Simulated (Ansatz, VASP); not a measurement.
# HfO2 in VASP and in Ansatz

The input POSCAR:

```
HfO2
1.0
    0.0000000000      2.5575000000      2.5575000000
    2.5575000000      0.0000000000      2.5575000000
    2.5575000000      2.5575000000      0.0000000000
Hf O
1 2
Direct
    0.0000000000      0.0000000000      0.0000000000
    0.2161378141      0.2161378141      0.2161378141
    0.7838621859      0.7838621859      0.7838621859
```

File INCAR.step1:

```
SYSTEM = HfO2
  PREC = Accurate
  ENCUT = 520
  ISMEAR = 0
  SIGMA = 0.05
  LREAL = .FALSE.
  LASPH = .TRUE.
  NELM = 100
  NBANDS = 18
  GGA = PE
  ALGO = Normal
  EDIFF = 1E-4
  LWAVE = .TRUE.
  LCHARG = .FALSE.
```

INCAR.step2

```
SYSTEM = HfO2
  PREC = Accurate
  ENCUT = 520
  EDIFF = 1E-7
  ISMEAR = 0
  SIGMA = 0.05
  LREAL = .FALSE.
  LASPH = .TRUE.
  NELM = 100
  ALGO = Normal
  ISIF = 2
  LWAVE = .FALSE.
  LCHARG = .FALSE.
  METAGGA = R2SCAN
  LMIXTAU = .TRUE.
  NBANDS = 18
  ISTART = 1
```

KPOINTS

```
regular mesh
0
G
  8 8 8
  0 0 0
```

Input for Ansatz:

```yaml
crystal:
  lattice:
    - [0.0, 2.5575, 2.5575]
    - [2.5575, 0.0, 2.5575]
    - [2.5575, 2.5575, 0.0]
  atoms:
    - { symbol: Hf, position: [0.0, 0.0, 0.0] }
    - { symbol: O, position: [0.2161378141, 0.2161378141, 0.2161378141] }
    - { symbol: O, position: [0.7838621859, 0.7838621859, 0.7838621859] }
basis:
  ecutwfc: 500
kpoints:
  mp_grid: { grid: [8, 8, 8] }
hamiltonian:
  xc: r2scan
scf:
  occupations: { method: gaussian, width: 0.05 }
output:
  forces: true
  stress: true
  eigenvalues: true
```

Change from the starting cell: mode 7 (564.8 1/cm) frozen in, largest displacement -0.300 Å.

Alike in both runs: task single point; functional r2SCAN; k mesh 8 × 8 × 8; occupations gaussian, width 0.05 eV; no spin polarisation.

|  | VASP | Ansatz |
| --- | --- | --- |
| version | VASP 6.6.1 | Ansatz 0.2.0 |
| potentials or method | VASP PAW PBE potentials, release 64 (Hf_pv, O), cutoff 520 eV | scalar-relativistic, plane waves, PAW |
| valence electrons in the cell | 22 | 38 |

|  | VASP | Ansatz | Ansatz less VASP |
| --- | --- | --- | --- |
| gap on the k mesh at the Fermi level (eV) | 3.84 | 3.81 | -0.029 |
| least direct gap on the mesh (eV) | 4.23 | 4.20 | -0.035 |
| pressure (GPa) | 12.9 | 16.2 | +3.30 |
| traceless stress, the component that is largest in VASP (GPa) | 13.05 | 14.00 | +0.943 |
| rms of the force components (eV/Å) | 3.828 | 3.876 | +0.0481 |

VASP's potentials were made for PBE, not for r2SCAN. Atom by atom the forces differ by 0.048 eV/Å (rms over components). With one functional, cell and mesh, what is left measures potentials, basis and numerics. VASP's potentials hold 22 valence electrons a cell and Ansatz's 38, so a difference there can come from the potentials and not from the codes.

Neither program's run includes spin-orbit coupling.
